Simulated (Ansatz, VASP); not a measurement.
Au: VASP beside Ansatz

```
Au
1.0
    -1.65727    1.65727   -1.65727
    -1.65727   -1.65727    1.65727
     0.00000    6.98263    6.98263
Au
4
Cartesian
  0.0000 5.8004 5.8004
  -1.6573 0.8286 0.8286
  0.0000 2.4859 2.4859
  -1.6573 4.1432 4.1432
```

Alike in both runs: task single point; functional PBEsol; k mesh 17 × 17 × 5; occupations gaussian, width 0.15 eV; no spin polarisation.

|  | VASP | Ansatz |
| --- | --- | --- |
| version | VASP 6.6.1 | Ansatz 0.2.0 |
| potentials or method | VASP PAW PBE potentials, release 64 (Au), cutoff 520 eV | scalar-relativistic, plane waves, PAW |
| valence electrons in the cell | 44 | 76 |

Ansatz gave:

| Item | Value |
| --- | --- |
| gap on the k mesh at the Fermi level (eV) | none |
| pressure (GPa) | -11.7 |
| traceless stress, the component that is largest in VASP (GPa) | -0.71 |
| rms of the force components (eV/Å) | 0.145 |

Problem. What did VASP give for the same quantities?

Solution. gap on the k mesh at the Fermi level (eV): none; pressure (GPa): -11.9; traceless stress, the component that is largest in VASP (GPa): -0.71; rms of the force components (eV/Å): 0.142.

VASP's potentials were made for PBE, not for PBEsol. Atom by atom the forces differ by 0.003 eV/Å (rms over components). A gap of «none» marks a metal or a gap that the smearing closes. VASP's potentials hold 44 valence electrons a cell and Ansatz's 76, so a difference there can come from the potentials and not from the codes.

Neither program's run includes spin-orbit coupling.
